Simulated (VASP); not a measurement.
A run of VASP 6.6.1:

The input INCAR:

```
PREC = Accurate
ENCUT = 520
EDIFF = 1E-6
ISMEAR = 0
SIGMA = 0.1
LREAL = False
LASPH = True
NELM = 80
ALGO = Fast
ISIF = 2
LWAVE = False
LCHARG = False
GGA = PE
NBANDS = 40
```

Contents of KPOINTS:

```
regular mesh
0
Gamma
  6 6 4
```

File POSCAR:

```
TiPt5
1.0
    3.9082297044      0.0000000000      0.0000000000
    0.0000000000      3.9082297044      0.0000000000
    0.0000000000      0.0000000000      6.4579221157
Ti Pt
1 5
Direct
    0.5000000000      0.5000000000      0.5000000000
    0.0000000000      0.5000000000      0.2013018957
    0.5000000000      0.0000000000      0.2013018957
    0.0000000000      0.5000000000      0.7986981043
    0.5000000000      0.0000000000      0.7986981043
    0.0000000000      0.0000000000      0.5000000000
```

Potentials or basis: VASP PAW PBE potentials, release 64 (Ti_sv, Pt).

Run with:

```sh
$ cat potpaw_PBE.64/Ti_sv/POTCAR potpaw_PBE.64/Pt/POTCAR > POTCAR
$ mpirun -np 1 vasp_std > vasp.out
```

Hardware: 1 thread of Intel(R) Xeon(R) 6975P-C (Granite Rapids), with other jobs on the host.

**Question.** Estimate the wall time of this run.

**Answer.** It took 97 s on 1 thread of Intel(R) Xeon(R) 6975P-C (Granite Rapids) (shared host), peak memory 0.25 GiB. Counts: scf iterations 26, k points 30.
